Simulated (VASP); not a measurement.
Wanted: the native input for a VASP 6.6.1 run.

```yaml
Task: single point
Functional: r2SCAN
Potentials_or_basis: VASP PAW PBE potentials, release 64 (Ta_sv_GW, N)
Cutoff: 770 eV
k_mesh: 4 × 4 × 6
Occupations: gaussian, width 0.1 eV
Spin: no spin polarisation
Dipole_correction: no
Further_INCAR_settings: ALGO = Normal; EDIFF = 1e-06; NBANDS = 40
```

Ta2N:

```
CELL_PARAMETERS angstrom
5.04212 0.00000 0.00000
0.00000 5.04212 0.00000
0.00000 0.00000 3.24764
ATOMIC_POSITIONS crystal
Ta 0.30600 0.30600 0.00000
Ta 0.19400 0.80600 0.50000
Ta 0.69400 0.69400 0.00000
Ta 0.80600 0.19400 0.50000
N 0.00000 0.00000 0.00000
N 0.50000 0.50000 0.50000
```

One way to write it, as run:

POSCAR

```
Ta2N
1.0
    5.0421221510      0.0000000000      0.0000000000
    0.0000000000      5.0421221510      0.0000000000
    0.0000000000      0.0000000000      3.2476359262
Ta N
4 2
Direct
    0.3060000000      0.3060000000      0.0000000000
    0.1940000000      0.8060000000      0.5000000000
    0.6940000000      0.6940000000      0.0000000000
    0.8060000000      0.1940000000      0.5000000000
    0.0000000000      0.0000000000      0.0000000000
    0.5000000000      0.5000000000      0.5000000000
```

INCAR.step1

```
  PREC = Accurate
  ENCUT = 770
  ISMEAR = 0
  SIGMA = 0.1
  LREAL = F
  LASPH = T
  NELM = 120
  NBANDS = 40
  GGA = PE
  ALGO = Normal
  EDIFF = 1E-5
  LWAVE = T
  LCHARG = F
  GGA_COMPAT = F
```

INCAR.step2

```
  PREC = Accurate
  ENCUT = 770
  EDIFF = 1E-6
  ISMEAR = 0
  SIGMA = 0.1
  LREAL = F
  LASPH = T
  NELM = 120
  ALGO = Normal
  ISIF = 2
  LWAVE = F
  LCHARG = T
  METAGGA = R2SCAN
  LMIXTAU = T
  LELF = T
  LVHAR = T
  NBANDS = 40
  ISTART = 1
  GGA_COMPAT = F
```

KPOINTS

```
regular mesh
0
Gamma
  4 4 6
```

Potentials or basis: VASP PAW PBE potentials, release 64 (Ta_sv_GW, N).

Launch:

```sh
$ cat potpaw_PBE.64/Ta_sv_GW/POTCAR potpaw_PBE.64/N/POTCAR > POTCAR
$ cp INCAR.step1 INCAR
$ mpirun -np 1 vasp_std > vasp.out
$ cp INCAR.step2 INCAR
$ mpirun -np 1 vasp_std > vasp.out
```

It gave:

```yaml
Pressure: -2.5 GPa
Largest_force: 2.489 eV/Å
Band_gap_on_the_k_mesh: zero (bands 31 and 32 overlap by 2.26 eV)
```

Caveat: the stress differs along the axes, from -9 to 1 GPa; the PAW data sets were made with another functional, which shifts forces and pressure a little; spin-orbit coupling is left out, which moves the levels of the heavy elements.

Run time: 4.6 min on 1 thread of Intel(R) Xeon(R) 6975P-C (Granite Rapids) (shared host), peak memory 0.34 GiB.
